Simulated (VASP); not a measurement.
BAs, 2 atoms in the cell. Symmetry: F-43m, No. 216, cubic system. The conventional cell has a = 4.445 Å, b = 4.445 Å, c = 4.445 Å, α = 90.00°, β = 90.00°, γ = 90.00°. Within 2.6 Å of B (site symmetry -43m) lie 4 As at 1.92 Å. Within 2.6 Å of As (site symmetry -43m) lie 4 B at 1.92 Å. 

```yaml
Program: VASP 6.6.1
Task: single point
Functional: PBE
Potentials_or_basis: VASP PAW PBE potentials, release 64 (B, As)
Cutoff: 520 eV
k_mesh: 10 × 10 × 10
Occupations: gaussian, width 0.01 eV
Spin: no spin polarisation
Dipole_correction: no
Further_INCAR_settings: ALGO = Normal; EDIFF = 1e-06; NBANDS = 11
```

Potentials or basis: VASP PAW PBE potentials, release 64 (B, As).

Run with:

```console
$ cat potpaw_PBE.64/B/POTCAR potpaw_PBE.64/As/POTCAR > POTCAR
$ mpirun -np 1 vasp_std > vasp.out
```

Hardware: 1 thread of Intel(R) Xeon(R) Platinum 8559C (Emerald Rapids), on a shared host.

Question: Estimate the wall time of this run.

Answer: It took 5.7 s on 1 thread of Intel(R) Xeon(R) Platinum 8559C (Emerald Rapids), on a shared host, peak memory 0.14 GiB. Counts: scf iterations 12, k points 47.
